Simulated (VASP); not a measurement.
Write the native input for VASP 6.6.1 that does the following.

```
Task                   : relaxation of cell and atoms
Functional             : PBE
Potentials or basis    : VASP PAW PBE potentials, release 64 (Al, Co)
Cutoff                 : 600 eV
k mesh                 : 6 × 6 × 4
Occupations            : gaussian, width 0.1 eV
Spin                   : collinear spin, ferromagnetic start
Starting moments       : [0.0, 0.0, 3.0] μB
Dipole correction      : no
Further INCAR settings : ALGO = Fast; EDIFF = 1e-07; IBRION = 2; EDIFFG = -0.04; NSW = 90; ISIF = 3
```

The structure of Al2Co lies in POSCAR:

```
Al2Co
1.0
    2.9992592600      0.0000000000      0.0000000000
   -1.4996296300      2.5974347200      0.0000000000
    0.0000000000      0.0000000000      6.6004056300
Al Co
2 1
Direct
    0.0000000000      0.0000000000      0.1973471600
    0.0000000000      0.0000000000      0.8026528400
    0.0000000000      0.0000000000      0.5000000000
```

The cell was built from a structure type or drawn by symmetry, and may not be a known phase.

These files were run (other wordings do the same):

INCAR

```
SYSTEM = Al2Co
PREC = Accurate
ENCUT = 600
EDIFF = 1E-7
ISMEAR = 0
SIGMA = 0.1
LREAL = .False.
LASPH = .True.
NELM = 150
ALGO = Fast
ISIF = 3
LWAVE = .False.
LCHARG = .False.
ISPIN = 2
MAGMOM = 0 0 3
LORBIT = 11
LMAXMIX = 4
GGA = PE
IBRION = 2
NSW = 90
EDIFFG = -0.04
```

KPOINTS

```
Automatic mesh
0
Gamma
  6 6 4
  0 0 0
```

Potentials or basis: VASP PAW PBE potentials, release 64 (Al, Co).

The run is started by

```console
$ cat potpaw_PBE.64/Al/POTCAR potpaw_PBE.64/Co/POTCAR > POTCAR
$ mpirun -np 1 vasp_std > vasp.out
```

Results of the run:

| Item | Value |
| --- | --- |
| Relaxed volume | 15.82 Å³/atom |
| Relaxed cell | a = 2.650 Å, b = 2.650 Å, c = 7.803 Å, α = 90.00°, β = 90.00°, γ = 120.00° |
| Space group after relaxing (to 0.1 Å) | P6/mmm (No. 191) |
| Energy gained by relaxing | 552.3 meV/atom |
| Ionic steps | 13 |
| Pressure after relaxing | -0.4 GPa |
| Net moment | 1.64 μB per cell |
| Site moments | Al +0.03; Co +1.51 μB |
| Valence electrons inside the program's atomic spheres | Al 0.82; Co 7.99 |

Caveat: the k points lie up to 0.46 Å⁻¹ apart in the final cell; a cell axis changed by over 15 % at a fixed basis, so the end point is rough.

Run time: 3.7 min on 1 thread of Intel(R) Xeon(R) Platinum 8488C (Sapphire Rapids) (shared host), peak memory 0.22 GiB.
